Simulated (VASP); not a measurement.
Si, 8 atoms in the cell. It takes space group Amm2 (No. 38, orthorhombic). The conventional cell has a = 9.463 Å, b = 9.463 Å, c = 3.861 Å, α = 90.00°, β = 90.00°, γ = 90.00°. Si (site symmetry m) has 4 Si at 2.32 to 2.39 Å within 3.1 Å. Si (site symmetry m) has 4 Si at 2.32 to 2.45 Å within 3.1 Å. Within 3.1 Å of Si (site symmetry m) lie 4 Si at 2.36 to 2.39 Å. Si (site symmetry m) has 4 Si at 2.36 to 2.45 Å within 3.1 Å.  This cell differs from its parent crystal: mode 4 frozen in at -0.256 Å and mode 7 at -0.157 Å (largest displacements).

* Program: VASP 6.6.1
* Task: single point
* Functional: PBE
* Potentials or basis: VASP PAW PBE potentials, release 64 (Si)
* Cutoff: 520 eV
* k mesh: 10 × 10 × 4
* Occupations: gaussian, width 0.05 eV
* Spin: no spin polarisation
* Dipole correction: no
* Further INCAR settings: ALGO = Normal; EDIFF = 1e-06; NBANDS = 26

Potentials or basis: VASP PAW PBE potentials, release 64 (Si).

Run with:

```sh
$ cat potpaw_PBE.64/Si/POTCAR > POTCAR
$ mpirun -np 1 vasp_std > vasp.out
```

Hardware: 1 thread of Intel Xeon 6975P-C, on a shared host.

Q: How long does it take, and how much memory?

A: Wall time 5.3 min on 1 thread of Intel Xeon 6975P-C, with other jobs on the host, peak memory 0.46 GiB. Counts: scf iterations 13, k points 93.
